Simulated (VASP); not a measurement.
**Ta: single point with PBEsol**

The system is Ta.

```
Ta
1.0
    -1.64026    1.64026    1.70587
     1.64026   -1.64026    1.70587
     1.64026    1.64026   -1.70587
Ta
1
Direct
  0.00000 0.00000 0.00000
```

This cell differs from its parent crystal: strain +0.000 along x and y, +0.040 along z.

```json
{
 "Program": "VASP 6.6.1",
 "Task": "single point",
 "Functional": "PBEsol",
 "Potentials or basis": "VASP PAW PBE potentials, release 64 (Ta_pv)",
 "Cutoff": "520 eV",
 "k mesh": "26 × 26 × 26",
 "Occupations": "gaussian, width 0.15 eV",
 "Spin": "no spin polarisation"
}
```

```yaml
Pressure: -7.1 GPa
Band_gap_on_the_k_mesh: zero (an odd number of electrons rules out a gap without spin polarisation)
```

Stress tensor (GPa, compression positive):
```
-5.73  0.00  0.00
 0.00 -5.73  0.00
 0.00  0.00 -9.83
```

Levels at points of the mesh, in eV from the Fermi level:
| k point | band 4 | band 5 | band 6 | band 7 | band 8 | band 9 |
| --- | --- | --- | --- | --- | --- | --- |
| (0.00, 0.00, 0.00) | -7.86 | 0.58 | 0.58 | 1.05 | 3.58 | 4.23 |
| (0.50, 0.00, 0.00) | -4.31 | -1.33 | 1.44 | 3.48 | 4.79 | 7.56 |
| (0.50, 0.50, 0.00) | -4.29 | -1.82 | 1.72 | 4.22 | 5.02 | 7.69 |
| (0.50, 0.50, 0.50) | -3.76 | -3.64 | 6.58 | 6.74 | 6.74 | 7.83 |

Run time: 2.1 min on 1 thread of Intel(R) Xeon(R) Platinum 8488C (Sapphire Rapids), with other jobs on the host, peak memory 0.38 GiB.

Caveat: the cell differs from its parent crystal (strain +0.000 along x and y, +0.040 along z); the cell stands under tension; the PAW data sets were made with another functional, which shifts forces and pressure a little; spin-orbit coupling is left out, which moves the levels of the heavy elements.
